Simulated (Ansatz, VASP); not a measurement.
## Two plane-wave programs on ZrB2

File INCAR:

```
SYSTEM = ZrB2
ALGO     = Normal         ! electronic algorithm
EDIFF    = 1E-7           ! SCF threshold, eV
EDIFFG   = -0.04          ! ionic threshold
ENCUT    = 600            ! plane-wave cutoff, eV
GGA      = PE             ! functional
IBRION   = 2              ! ionic algorithm
ISIF     = 3              ! what is computed and relaxed
ISMEAR   = 0              ! smearing method
LASPH    = .True.         ! aspherical terms in the spheres
LCHARG   = .False.        ! write CHGCAR
LREAL    = .False.        ! projectors in reciprocal space
LWAVE    = .False.        ! write WAVECAR
NELM     = 80             ! most SCF steps
NSW      = 90             ! ionic steps
PREC     = Accurate       ! precision mode
SIGMA    = 0.1            ! smearing width, eV
```

The input KPOINTS:

```
k-points
0
Gamma
  6 6 6
  0 0 0
```

The input POSCAR:

```
ZrB2
1.0
    0.0000000000      2.4817508606      2.4817508606
    2.4817508606      0.0000000000      2.4817508606
    2.4817508606      2.4817508606      0.0000000000
Zr B
1 2
Direct
    0.0000000000      0.0000000000      0.0000000000
    0.2500000000      0.2500000000      0.2500000000
    0.7500000000      0.7500000000      0.7500000000
```

Input for Ansatz:

```yaml
crystal:
  lattice:
    - [0.0, 2.4817508606, 2.4817508606]
    - [2.4817508606, 0.0, 2.4817508606]
    - [2.4817508606, 2.4817508606, 0.0]
  atoms:
    - { symbol: Zr, position: [0.0, 0.0, 0.0] }
    - { symbol: B, position: [0.25, 0.25, 0.25] }
    - { symbol: B, position: [0.75, 0.75, 0.75] }
basis:
  ecutwfc: 420
kpoints:
  mp_grid: { grid: [6, 6, 6] }
hamiltonian:
  xc: pbe
scf:
  occupations: { method: gaussian, width: 0.1 }
  lower_state_search: "off"
output:
  forces: true
  stress: true
  eigenvalues: true
relax:
  adjacent_minimum: "off"
  f_tol: 0.04
  max_steps: 70
  cell: { stress_tol: 0.4 }
```

Alike in both runs: task relaxation of cell and atoms; functional PBE; k mesh 6 × 6 × 6; occupations gaussian, width 0.1 eV; no spin polarisation.

```csv
,VASP,Ansatz
version,VASP 6.6.1,Ansatz 0.2.0
potentials or method,"VASP PAW PBE potentials, release 64 (Zr_sv, B), cutoff 600 eV","scalar-relativistic, plane waves, PAW"
valence electrons in the cell,18,18
```

```tsv
	VASP	Ansatz	Ansatz less VASP
gap on the k mesh at the Fermi level, each at its own relaxed structure (eV)	none	none	-
relaxed volume (Å³/atom)	13.70	13.66	-0.043
relaxed length of the cell vector where the two differ most in proportion (Å)	3.874	3.870	-0.0040
```

A gap of «none» marks a metal or a gap that the smearing closes.

The k mesh is coarse, so the values compare programs but aren't converged. Noted on VASP's run: the volume moved by over 15 % at a fixed basis, so the end points are rough.
